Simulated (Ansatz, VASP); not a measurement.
SrSc3Zn: VASP beside Ansatz

INCAR

```
PREC     = Accurate       # precision mode
ENCUT    = 500            # plane-wave cutoff, eV
EDIFF    = 1E-6           # SCF threshold, eV
ISMEAR   = 0              # smearing method
SIGMA    = 0.1            # smearing width, eV
LREAL    = False          # projectors in reciprocal space
LASPH    = True           # aspherical terms in the spheres
NELM     = 120            # most SCF steps
ALGO     = Normal         # electronic algorithm
ISIF     = 2              # what is computed and relaxed
LWAVE    = False          # write WAVECAR
LCHARG   = True           # write CHGCAR
GGA      = PE             # functional
LELF     = True           # ELF
LVHAR    = True         
NBANDS   = 36             # bands
GGA_COMPAT= False
```

Contents of KPOINTS:

```
Automatic mesh
0
Gamma
  4 4 4
```

The input POSCAR:

```
SrSc3Zn
1.0
    2.7504841800     -3.7390026500      0.0000000000
    2.7504841800      3.7390026500      0.0000000000
    0.0000000000      0.0000000000      5.6110302800
Sr Sc Zn
1 3 1
Direct
    0.0000000000      0.0000000000      0.0000000000
    0.0000000000      0.5000000000      0.5000000000
    0.5000000000      0.0000000000      0.5000000000
    0.0000000000      0.0000000000      0.5000000000
    0.5000000000      0.5000000000      0.0000000000
```

Input for Ansatz:

```yaml
crystal:
  lattice:
    - [2.75048418, -3.73900265, 0.0]
    - [2.75048418, 3.73900265, 0.0]
    - [0.0, 0.0, 5.61103028]
  atoms:
    - { symbol: Sr, position: [0.0, 0.0, 0.0] }
    - { symbol: Sc, position: [0.0, 0.5, 0.5] }
    - { symbol: Sc, position: [0.5, 0.0, 0.5] }
    - { symbol: Sc, position: [0.0, 0.0, 0.5] }
    - { symbol: Zn, position: [0.5, 0.5, 0.0] }
basis:
  ecutwfc: 420
kpoints:
  mp_grid: { grid: [4, 4, 4] }
hamiltonian:
  xc: pbe
scf:
  occupations: { method: gaussian, width: 0.1 }
  lower_state_search: "off"
output:
  forces: true
  stress: true
  eigenvalues: true
```

Alike in both runs: task single point; functional PBE; k mesh 4 × 4 × 4; occupations gaussian, width 0.1 eV; no spin polarisation.

```csv
,VASP,Ansatz
version,VASP 6.6.1,Ansatz 0.2.0
potentials or method,"VASP PAW PBE potentials, release 64 (Sr_sv, Sc_sv, Zn), cutoff 500 eV","scalar-relativistic, plane waves, PAW"
valence electrons in the cell,55,55
```

```tsv
	VASP	Ansatz	Ansatz less VASP
gap on the k mesh at the Fermi level (eV)	none	none	-
pressure (GPa)	15.0	14.6	-0.39
traceless stress, the component that is largest in VASP (GPa)	14.10	14.00	-0.096
```

A gap of «none» marks a metal or a gap that the smearing closes.
